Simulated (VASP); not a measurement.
Sr:

```
CELL_PARAMETERS angstrom
4.31000 0.00000 0.00000
-2.15500 3.73257 0.00000
0.00000 0.00000 7.05000
ATOMIC_POSITIONS crystal
Sr 0.33333 0.66667 0.25000
Sr 0.66667 0.33333 0.75000
```

Base run:

- Program: VASP 6.6.1
- Functional: PBEsol
- Potentials or basis: VASP PAW PBE potentials, release 64 (Sr_sv)
- Cutoff: 520 eV
- k mesh: 10 × 10 × 5
- Occupations: fermi-dirac, width 0.08 eV
- Spin: no spin polarisation

Its results: band gap on the k mesh zero (band 10 reaches 1.52 eV, above the bottom of band 11 at 1.39 eV); pressure -0.8 GPa.

The run is repeated on the same cell with these changes: functional from PBEsol to PBE. What comes out?

Band gap on the k mesh zero (band 10 reaches 1.61 eV, above the bottom of band 11 at 1.47 eV); pressure -0.3 GPa.

PBE binds less tightly than PBEsol, so the same cell stands under more pressure.

Caveats: the PAW data sets were made with another functional, which shifts forces and pressure a little (some runs).
